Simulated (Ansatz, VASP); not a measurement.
# One calculation of La2F3, two programs

INCAR

```
PREC = Accurate
ENCUT = 520
EDIFF = 1E-6
ISMEAR = 0
SIGMA = 0.1
LREAL = F
LASPH = T
NELM = 80
ALGO = Normal
ISIF = 2
LWAVE = F
LCHARG = T
GGA = PE
LELF = T
LVHAR = T
NBANDS = 30
```

Contents of KPOINTS:

```
Automatic mesh
0
Gamma
  6 6 4
```

File POSCAR:

```
La2F3
1.0
    5.2701576000      0.0000000000      0.0000000000
   -2.6350788000      4.5640903600      0.0000000000
    0.0000000000      0.0000000000      4.0961716800
La F
2 3
Direct
    0.3333333300      0.6666666700      0.0000000000
    0.6666666700      0.3333333300      0.0000000000
    0.3333333300      0.6666666700      0.5000000000
    0.6666666700      0.3333333300      0.5000000000
    0.0000000000      0.0000000000      0.5000000000
```

Input for Ansatz:

```yaml
crystal:
  lattice:
    - [5.2701576, 0.0, 0.0]
    - [-2.6350788, 4.56409036, 0.0]
    - [0.0, 0.0, 4.09617168]
  atoms:
    - { symbol: La, position: [0.33333333, 0.66666667, 0.0] }
    - { symbol: La, position: [0.66666667, 0.33333333, 0.0] }
    - { symbol: F, position: [0.33333333, 0.66666667, 0.5] }
    - { symbol: F, position: [0.66666667, 0.33333333, 0.5] }
    - { symbol: F, position: [0.0, 0.0, 0.5] }
basis:
  ecutwfc: 420
kpoints:
  mp_grid: { grid: [6, 6, 4] }
hamiltonian:
  xc: pbe
scf:
  occupations: { method: gaussian, width: 0.1 }
  lower_state_search: "off"
output:
  forces: true
  stress: true
  eigenvalues: true
```

Alike in both runs: task single point; functional PBE; k mesh 6 × 6 × 4; occupations gaussian, width 0.1 eV; no spin polarisation.

|  | VASP | Ansatz |
| --- | --- | --- |
| version | VASP 6.6.1 | Ansatz 0.2.0 |
| potentials or method | VASP PAW PBE potentials, release 64 (La, F), cutoff 520 eV | scalar-relativistic, plane waves, PAW |
| valence electrons in the cell | 43 | 43 |

```csv
,VASP,Ansatz,Ansatz less VASP
gap on the k mesh at the Fermi level (eV),none,none,-
pressure (GPa),22.8,23.1,+0.36
"traceless stress, the component that is largest in VASP (GPa)",34.20,34.47,+0.266
```

A gap of «none» marks a metal or a gap that the smearing closes. With one functional, cell and mesh, what is left measures potentials, basis and numerics.

The k mesh is coarse, so the values compare programs but aren't converged. Neither program's run includes spin-orbit coupling.
